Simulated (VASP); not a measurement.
# Cr in VASP: a series of runs

Cr is run at these levels: LDA; tasks: single point.

Everything below comes from runs of VASP 6.6.1. Logs are shortened: lines on timing, memory, paths and dates and some standing lists are left out, and cuts for length are marked.

## (1) The cell of the first run

The typed cell holds 2 atoms: a = 2.672 Å, b = 2.672 Å, c = 4.101 Å, α = 97.13°, β = 97.13°, γ = 128.24°.

## (2) Single point, LDA, collinear spin, antiferromagnetic start (11.03 Å³/atom)

Contents of INCAR:

```
ALGO = Normal ; EDIFF = 1E-6
ENCUT = 520 ; GGA = CA
ISIF = 2 ; ISMEAR = -1
ISPIN = 2 ; LASPH = T
LCHARG = T ; LELF = T
LMAXMIX = 4 ; LORBIT = 11
LREAL = F ; LVHAR = T
LWAVE = F ; MAGMOM = 1.5 -1.5
NBANDS = 23 ; NELM = 150
PREC = Accurate ; SIGMA = 0.05
```

Contents of KPOINTS:

```
k-points
0
Gamma
  17 17 9
```

Contents of POSCAR:

```
Cr
1.0
   -1.7000127722      1.6999432357      1.1663728905
    1.6999432357     -1.7000127722      1.1663728905
    2.7804285928      2.7804285928     -1.1665002467
Cr
2
Direct
    0.9999881537      0.0000118463      1.0000000000
    0.7500118463      0.2499881537      0.5000000000
```

Potentials or basis: VASP PAW LDA potentials, release 64 (Cr_pv).

The run is started by

```console
> cat potpaw_LDA.64/Cr_pv/POTCAR > POTCAR
> mpirun -np 1 vasp_std > vasp.out
```

OUTCAR:

```text
EDIFF = 1E-6
   ENCUT = 520
   GGA = CA
   ISIF = 2
   ISMEAR = -1
   ISPIN = 2
   LASPH = T
   LORBIT = 11
   LREAL = F
   NELM = 150
   PREC = Accurate

 ion  position               nearest neighbor table
   1  1.000  0.000  0.000-   2 2.38   2 2.38   2 2.38   2 2.38   2 2.89   2 2.89   2 2.89   2 2.89

   2  0.750  0.250  0.500-   1 2.38   1 2.38   1 2.38   1 2.38   1 2.89   1 2.89   1 2.89   1 2.89

  Warning from LATTYP: Got some problem with cell dimensions!
  Tried to take original basis but could not verify dimensions!
  LATTYP: Found a base centered monoclinic cell.
 ALAT       =     2.3327457831
 B/A-ratio  =     2.0612035537
 C/A-ratio  =     1.7581562968
 COS(beta)  =    -0.2843173543

  Lattice vectors:

 A1 = (   1.7000127722,  -1.6999432357,  -1.1663728905)
 A2 = (  -1.6999432357,   1.7000127722,  -1.1663728905)
 A3 = (   2.7803590563,   2.7803590563,   1.1662455343)

Analysis of symmetry for initial positions (statically):
=====================================================================
 Subroutine PRICEL returns:
 Original cell was already a primitive cell.

 Routine SETGRP: Setting up the symmetry group for a
 base centered monoclinic supercell.

 Subroutine GETGRP returns: Found  4 space group operations
 (whereof  2 operations were pure point group operations)
 out of a pool of  4 trial point group operations.

The static configuration has the point symmetry C_2 .
 The point group associated with its full space group is C_2h.

Analysis of symmetry for dynamics (positions and initial velocities):
=====================================================================
 Subroutine PRICEL returns:
 Original cell was already a primitive cell.

 Routine SETGRP: Setting up the symmetry group for a
 base centered monoclinic supercell.

 Subroutine GETGRP returns: Found  4 space group operations
 (whereof  2 operations were pure point group operations)
 out of a pool of  4 trial point group operations.

The dynamic configuration has the point symmetry C_2 .
 The point group associated with its full space group is C_2h.

Analysis of structural, dynamic, and magnetic symmetry:
=====================================================================
 Subroutine PRICEL returns:
 Original cell was already a primitive cell.

 Routine SETGRP: Setting up the symmetry group for a
 base centered monoclinic supercell.

 Subroutine GETGRP returns: Found  4 space group operations
 (whereof  2 operations were pure point group operations)
 out of a pool of  4 trial point group operations.

The overall configuration has the point symmetry C_2 .
 The point group associated with its full space group is C_2h.

 Subroutine INISYM returns: Found  4 space group operations
 (whereof  2 operations are pure point group operations),
 and found     1 'primitive' translations

----------------------------------------------------------------------------------------

                                     Primitive cell

  volume of cell :      22.0520

  direct lattice vectors                    reciprocal lattice vectors
    -1.700012772  1.699943236  1.166372890    -0.057135589  0.236985864  0.428684735
     1.699943236 -1.700012772  1.166372890     0.236985864 -0.057135589  0.428684735
     2.780428593  2.780428593 -1.166500247     0.179830640  0.179830640  0.000010721

  length of vectors
     2.672129516  2.672129516  4.101498402     0.493150461  0.493150461  0.254318930

  position of ions in fractional coordinates (direct lattice)
     0.999988154  0.000011846  0.000000000
     0.750011846  0.249988154  0.500000000

  ion indices of the primitive-cell ions
   primitive index   ion index
                 1           1
                 2           2

----------------------------------------------------------------------------------------

 KPOINTS: k-points

Automatic generation of k-mesh.
 Grid dimensions read from file:
 generate k-points for:   17   17    9

 Generating k-lattice:

  Cartesian coordinates                     Fractional coordinates (reciprocal lattice)
    -0.003360917  0.013940345  0.025216749     0.058823529  0.000000000  0.000000000
     0.013940345 -0.003360917  0.025216749     0.000000000  0.058823529  0.000000000
     0.019981182  0.019981182  0.000001191    -0.000000000 -0.000000000  0.111111111

  Length of vectors
     0.029008851  0.029008851  0.028257659

  Shift w.r.t. Gamma in fractional coordinates (k-lattice)
     0.000000000  0.000000000  0.000000000

 Subroutine IBZKPT returns following result:
 ===========================================

 Found    693 irreducible k-points:

 Following reciprocal coordinates:
            Coordinates               Weight
  0.000000  0.000000  0.000000      1.000000
  0.058824 -0.000000  0.000000      4.000000
  0.117647 -0.000000  0.000000      4.000000
  0.176471 -0.000000  0.000000      4.000000
  0.235294 -0.000000  0.000000      4.000000
  0.294118 -0.000000  0.000000      4.000000
[... 16 lines left out ...]
 -0.176471  0.058824 -0.000000      4.000000
 -0.117647  0.058824  0.000000      4.000000
 [... further k-points ...]
   k-points           NKPTS =    693   k-points in BZ     NKDIM =    693   number of bands    NBANDS=     23
   number of dos      NEDOS =    301   number of ions     NIONS =      2
   total plane-waves  NPLWV =  12800
   dimension x,y,z NGX =    20 NGY =   20 NGZ =   32
   dimension x,y,z NGXF=    40 NGYF=   40 NGZF=   64
   ions per type =               2
   NGX,Y,Z   is equivalent  to a cutoff of  12.44, 12.44, 12.97 a.u.
   NGXF,Y,Z  is equivalent  to a cutoff of  24.89, 24.89, 25.94 a.u.
 SYSTEM =  unknown system
   PREC   = accura    normal or accurate (medium, high low for compatibility)
   ISTART =      0    job   : 0-new  1-cont  2-samecut
   ICHARG =      2    charge: 1-file 2-atom 10-const
   ISPIN  =      2    spin polarized calculation?
   LNONCOLLINEAR =      F non collinear calculations
   LSORBIT =      F    spin-orbit coupling
   LASPH  =      T    aspherical Exc in radial PAW
   ENCUT  =  520.0 eV  38.22 Ry    6.18 a.u.   4.97  4.97  7.63*2*pi/ulx,y,z
   NELM   =    150;   NELMIN=  2; NELMDL= -5     # of ELM steps
   EDIFF  = 0.1E-05   stopping-criterion for ELM
   LREAL  =      F    real-space projection
   EDIFFG = 0.1E-04   stopping-criterion for IOM
   NSW    =      0    number of steps for IOM
   IBRION =     -1    ionic relax: 0-MD 1-quasi-New 2-CG
   NFREE  =      0    steps in history (QN), initial steepest desc. (CG)
   ISIF   =      2    stress and relaxation
   ISYM   =      2    0-nonsym 1-usesym 2-fastsym
   POTIM  = 0.5000    time-step for ionic-motion
   TEBEG  =    0.0;   TEEND  =   0.0 temperature during run
   PSTRESS=    0.0 pullay stress
   NELECT =      24.0000    total number of electrons
   NUPDOWN=      -1.0000    fix difference up-down
   EMIN   =  10.00;   EMAX   =-10.00  energy-range for DOS
   EFERMI =   0.00;   METHOD = LEGACY
   ISMEAR =    -1;   SIGMA  =   0.05  broadening in eV -4-tet -1-fermi 0-gaus
   EFERMI_NEDOS =   21; number of points for ismear=-14 and -15
   IALGO  =     38    algorithm
   IMIX   =      4    mixing-type and parameters
     AMIX     =   0.40;   BMIX     =  1.00
     AMIX_MAG =   1.60;   BMIX_MAG =  1.00
  volume/ion in A,a.u.               =      11.03        74.41
  Fermi-wavevector in a.u.,A,eV,Ry     =   1.683951  3.182207 38.581939  2.835693
  Thomas-Fermi vector in A             =   2.767061
   LORBIT       =     11    0 simple, 1 ext, 2 COOP (PROOUT), +10 PAW based schemes
   GGA     = CA    functional components
   LHFCALC =     F    Hartree Fock is set to
   AEXX    =    0.0000 exact exchange contribution
   IVDW    =     0    specifies the selected vdW correction
   LEPSILON=     F    determine dielectric tensor
   LRPA    =     F    only Hartree local field effects (RPA)
 spin polarized calculation
  energy-cutoff  :      520.00
  volume of cell :       22.05
 maximum number of plane-waves:       614
   NGX =  9   NGY =  9   NGZ = 15

 number of electron      24.0000000 magnetization      -0.0000000

 number of electron      24.0000000 magnetization       0.0000000

 Free energy of the ion-electron system (eV)
  ---------------------------------------------------
  ext. energy  EPLUGINS =         0.00000000
  ---------------------------------------------------
  free energy    TOTEN  =       -20.86951711 eV

  energy without entropy =      -20.85607245  energy(sigma->0) =      -20.86279478

 E-fermi :  11.3182     XC(G=0): -14.2537

 val. band max:       11.3181722109   @ k =  -0.1176  -0.1765   0.2222
 cond. band min:      11.3250167648   @ k =  -0.1176  -0.0000   0.4444
 fundamental gap:      0.0068445539
 Fermi energy:        11.3182176851

 spin component 1

 k-point     1 :       0.0000    0.0000    0.0000
  band No.  band energies     occupation
      1     -31.8648      1.00000
      2     -31.1356      1.00000
      3     -30.8117      1.00000
      4     -30.6749      1.00000
      5     -30.6693      1.00000
      6     -30.6069      1.00000
[... 15 lines left out ...]
     22      28.0976      0.00000
     23      32.9963      0.00000
[... 575 lines left out ...]
      1     -31.8277      1.00000
      2     -31.1661      1.00000
      3     -30.8613      1.00000
      4     -30.7282      1.00000
      5     -30.7092      1.00000
      6     -30.6131      1.00000
[... 15 lines left out ...]
     22      27.3843      0.00000
     23      32.5814      0.00000

 [... further k-points ...]

 spin component 2

 k-point     1 :       0.0000    0.0000    0.0000
  band No.  band energies     occupation
      1     -31.8648      1.00000
      2     -31.1356      1.00000
      3     -30.8117      1.00000
      4     -30.6749      1.00000
      5     -30.6693      1.00000
      6     -30.6069      1.00000
[... 15 lines left out ...]
     22      28.0976      0.00000
     23      32.9963      0.00000
[... 575 lines left out ...]
      1     -31.8277      1.00000
      2     -31.1661      1.00000
      3     -30.8613      1.00000
      4     -30.7282      1.00000
      5     -30.7092      1.00000
      6     -30.6131      1.00000
[... 15 lines left out ...]
     22      27.3843      0.00000
     23      32.5814      0.00000

 [... further k-points ...]

------------------------ aborting loop because EDIFF is reached ----------------------------------------

  FORCE on cell =-STRESS in cart. coord.  units (eV):
  Direction    XX          YY          ZZ          XY          YZ          ZX
  --------------------------------------------------------------------------------------
  -------------------------------------------------------------------------------------
  Total       -0.0014277     -0.0014277      0.0245255      0.0139382      0.0012405      0.0012405
  in kB       -0.1037284     -0.1037284      1.7818950      1.0126740      0.0901308      0.0901304
  external PRESSURE =       0.5248127 kB  Pullay stress =       0.0000000 kB

 VOLUME and BASIS-vectors are now :
 -----------------------------------------------------------------------------
  energy-cutoff  :      520.00
  volume of cell :       22.05
      direct lattice vectors                 reciprocal lattice vectors
    -1.700012772  1.699943236  1.166372890    -0.057135589  0.236985864  0.428684735
     1.699943236 -1.700012772  1.166372890     0.236985864 -0.057135589  0.428684735
     2.780428593  2.780428593 -1.166500247     0.179830640  0.179830640  0.000010721

 POSITION                                       TOTAL-FORCE (eV/Angst)
 -----------------------------------------------------------------------------------
     -1.69997      1.69990      1.16637         0.001374     -0.001374      0.000000
      0.54015      2.24021      0.58312        -0.001374      0.001374     -0.000000
 -----------------------------------------------------------------------------------
    total drift:                               -0.000000      0.000000     -0.000000

  FREE ENERGIE OF THE ION-ELECTRON SYSTEM (eV)
  ---------------------------------------------------
  free  energy   TOTEN  =       -20.8695171131 eV

  energy  without entropy=      -20.8560724455  energy(sigma->0) =      -20.86279478

 total charge

# of ion       s       p       d       tot
------------------------------------------
    1        0.447   6.419   4.338  11.205
    2        0.447   6.419   4.338  11.205
--------------------------------------------------
tot          0.895  12.837   8.677  22.409

 magnetization (x)

# of ion       s       p       d       tot
------------------------------------------
    1        0.000  -0.000   0.000   0.000
    2       -0.000   0.000  -0.000  -0.000
--------------------------------------------------
tot          0.000   0.000   0.000   0.000
```

Wall time 11 min (1 thread of Oxide Virtual Turin-like, shared host); peak memory 0.48 GiB.

Results:

```
Free energy                                           : -20.8695 eV
Pressure                                              : 0.1 GPa
Band gap on the k mesh                                : zero (filled and empty bands overlap)
Net moment                                            : 0.00 μB per cell
Valence electrons inside the program's atomic spheres : Cr 11.21
```

Stress tensor (GPa, compression positive):
```
-0.01  0.10  0.01
 0.10 -0.01  0.01
 0.01  0.01  0.18
```

Caveat: an empty level that is flat over the whole mesh can mark a ghost state of the potentials, or a narrow d or f band; the moments typed at the start vanished in this run.

## (3) Single point, LDA (11.03 Å³/atom)

Contents of INCAR:

```
SYSTEM = Cr
PREC     = Accurate       ! precision mode
ENCUT    = 520            ! plane-wave cutoff, eV
EDIFF    = 1E-6           ! SCF threshold, eV
ISMEAR   = -1             ! smearing method
SIGMA    = 0.1            ! smearing width, eV
LREAL    = .False.        ! projectors in reciprocal space
LASPH    = .True.         ! aspherical terms in the spheres
NELM     = 100            ! most SCF steps
ALGO     = Normal         ! electronic algorithm
ISIF     = 2              ! what is computed and relaxed
LWAVE    = .False.        ! write WAVECAR
LCHARG   = .False.        ! write CHGCAR
NBANDS   = 19             ! bands
```

Contents of KPOINTS:

```
Automatic mesh
0
Gamma
  17 17 15
  0 0 0
```

Contents of POSCAR:

```
Cr
1.0
   -2.7820957227      2.7826519123      1.1655919913
    2.7826519123     -2.7820957227      1.1655919913
    1.7004129546      1.7004129546     -1.1645733290
Cr
2
Direct
    0.0000206302      0.9999793698      1.0000000000
    0.7499793698      0.2500206302      0.5000000000
```

Potentials or basis: VASP PAW LDA potentials, release 64 (Cr_pv).

The run is started by

```console
> cat potpaw_LDA.64/Cr_pv/POTCAR > POTCAR
> mpirun -np 1 vasp_std > vasp.out
```

OUTCAR:

```text
SYSTEM = Cr
   PREC = Accurate
   ENCUT = 520
   EDIFF = 1E-6
   ISMEAR = -1
   LREAL = .False.
   LASPH = .True.
   NELM = 100
   ISIF = 2

 ion  position               nearest neighbor table
   1  0.000  1.000  0.000-   2 2.38   2 2.38   2 2.38   2 2.38   2 2.89   2 2.89   2 2.89   2 2.89

   2  0.750  0.250  0.500-   1 2.38   1 2.38   1 2.38   1 2.38   1 2.89   1 2.89   1 2.89   1 2.89

  LATTYP: Found a base centered monoclinic cell.
 ALAT       =     2.3311841153
 B/A-ratio  =     3.3758558687
 C/A-ratio  =     1.1461549026
 COS(beta)  =    -0.4355562323

  Lattice vectors:
[... 718 lines left out ...]

  FORCE on cell =-STRESS in cart. coord.  units (eV):
  Direction    XX          YY          ZZ          XY          YZ          ZX
  --------------------------------------------------------------------------------------
  -------------------------------------------------------------------------------------
  Total        0.0036266      0.0036266      0.0426767     -0.0174937     -0.0054141     -0.0054141
  in kB        0.2633705      0.2633705      3.0992288     -1.2704149     -0.3931807     -0.3931800
  external PRESSURE =       1.2086566 kB  Pullay stress =       0.0000000 kB

 VOLUME and BASIS-vectors are now :
 -----------------------------------------------------------------------------
  energy-cutoff  :      520.00
  volume of cell :       22.06
      direct lattice vectors                 reciprocal lattice vectors
    -2.782095723  2.782651912  1.165591991     0.057019286  0.236721955  0.428896488
     2.782651912 -2.782095723  1.165591991     0.236721955  0.057019286  0.428896488
     1.700412955  1.700412955 -1.164573329     0.293998179  0.293998179 -0.000140288

 POSITION                                       TOTAL-FORCE (eV/Angst)
 -----------------------------------------------------------------------------------
      2.78254     -2.78198      1.16559         0.000530     -0.000530      0.000000
     -0.54059      2.24156      0.58331        -0.000530      0.000530     -0.000000
 -----------------------------------------------------------------------------------
    total drift:                               -0.000000     -0.000000      0.000000

  FREE ENERGIE OF THE ION-ELECTRON SYSTEM (eV)
  ---------------------------------------------------
  free  energy   TOTEN  =       -20.8904573122 eV

  energy  without entropy=      -20.8332314318  energy(sigma->0) =      -20.86184437
```

OSZICAR:

```text
N       E                     dE             d eps       ncg     rms          rms(c)
DAV:   1     0.240043424794E+03    0.24004E+03   -0.13764E+04 43784   0.157E+03
DAV:   2    -0.154265121270E+02   -0.25547E+03   -0.24975E+03 44178   0.442E+02
DAV:   3    -0.238408290060E+02   -0.84143E+01   -0.82884E+01 47701   0.960E+01
DAV:   4    -0.239738051445E+02   -0.13298E+00   -0.13265E+00 58306   0.111E+01
DAV:   5    -0.239760963704E+02   -0.22912E-02   -0.22869E-02 47715   0.136E+00    0.162E+01
DAV:   6    -0.209522567005E+02    0.30238E+01   -0.14287E+01 44739   0.427E+01    0.188E+00
DAV:   7    -0.209172766016E+02    0.34980E-01   -0.25653E-01 46069   0.474E+00    0.107E+00
DAV:   8    -0.208905706627E+02    0.26706E-01   -0.17987E-02 58418   0.173E+00    0.159E-01
DAV:   9    -0.208905244737E+02    0.46189E-04   -0.28747E-03 46789   0.489E-01    0.757E-02
DAV:  10    -0.208904578286E+02    0.66645E-04   -0.22370E-04 48074   0.152E-01    0.238E-02
DAV:  11    -0.208904572299E+02    0.59871E-06   -0.29250E-05 53119   0.493E-02    0.641E-03
DAV:  12    -0.208904573122E+02   -0.82339E-07   -0.74614E-07 29009   0.108E-02
   1 F= -.20890457E+02 E0= -.20861844E+02  d E =-.572259E-01
```

stdout:

```text
POSCAR found type information on POSCAR Cr
 POSCAR found :  1 types and       2 ions
 scaLAPACK will be used
 LDA part: xc-table for (Slater(with rela. corr.)+CA(PZ))
 , standard interpolation
 POSCAR, INCAR and KPOINTS ok, starting setup
 FFT: planning ... GRIDC
 FFT: planning ... GRID_SOFT
 FFT: planning ... GRID
 WAVECAR not read
 entering main loop
```

It took 9.2 min on 1 thread of Oxide Virtual Turin-like, shared host; peak memory 0.44 GiB.

What came out:

- Free energy: -20.8905 eV
- Pressure: 0.1 GPa
- Band gap on the k mesh: zero (bands 12 and 13 overlap by 1.09 eV)

Caveat: the run has no spin polarisation, though such a crystal can be magnetic.

## (4) Single point, LDA (11.47 Å³/atom)

This run uses another cell than the first one, of 11.47 Å³/atom.

Contents of INCAR:

```
PREC     = Accurate       # precision mode
ENCUT    = 520            # plane-wave cutoff, eV
EDIFF    = 1E-6           # SCF threshold, eV
ISMEAR   = -1             # smearing method
SIGMA    = 0.1            # smearing width, eV
LREAL    = F              # projectors in reciprocal space
LASPH    = T              # aspherical terms in the spheres
NELM     = 100            # most SCF steps
ALGO     = Normal         # electronic algorithm
ISIF     = 2              # what is computed and relaxed
LWAVE    = F              # write WAVECAR
LCHARG   = F              # write CHGCAR
NBANDS   = 19             # bands
```

Contents of KPOINTS:

```
Automatic mesh
0
Gamma
  17 17 15
```

Contents of POSCAR:

```
Cr
1.0
   -2.8187064438      2.8192699525      1.1809304870
    2.8192699525     -2.8187064438      1.1809304870
    1.7227893753      1.7227893753     -1.1798984197
Cr
2
Direct
    0.0000206302      0.9999793698      1.0000000000
    0.7499793698      0.2500206302      0.5000000000
```

The run is started by

```console
> cat potpaw_LDA.64/Cr_pv/POTCAR > POTCAR
> mpirun -np 1 vasp_std > vasp.out
```

It took 7.9 min on 1 thread of Oxide Virtual Turin-like, shared host; peak memory 0.44 GiB.

Results (log left out):

| Property | Result |
| --- | --- |
| Free energy | -20.8621 eV |
| Pressure | -10.2 GPa |
| Band gap on the k mesh | zero (bands 12 and 13 overlap by 0.97 eV) |

Stress tensor (GPa, compression positive):
```
-10.36   0.12  -0.04
  0.12 -10.36  -0.04
 -0.04  -0.04  -9.98
```

Levels at points of the mesh, in eV from the Fermi level:
```tsv
k point	band 8	band 9	band 10	band 11	band 12	band 13	band 14	band 15	band 16	band 17
(0.00, 0.00, 0.00)	-4.22	-1.81	-1.59	-0.81	0.41	0.76	0.77	1.56	1.59	1.59
```

Caveat: the cell stands under tension; the run has no spin polarisation, though such a crystal can be magnetic.
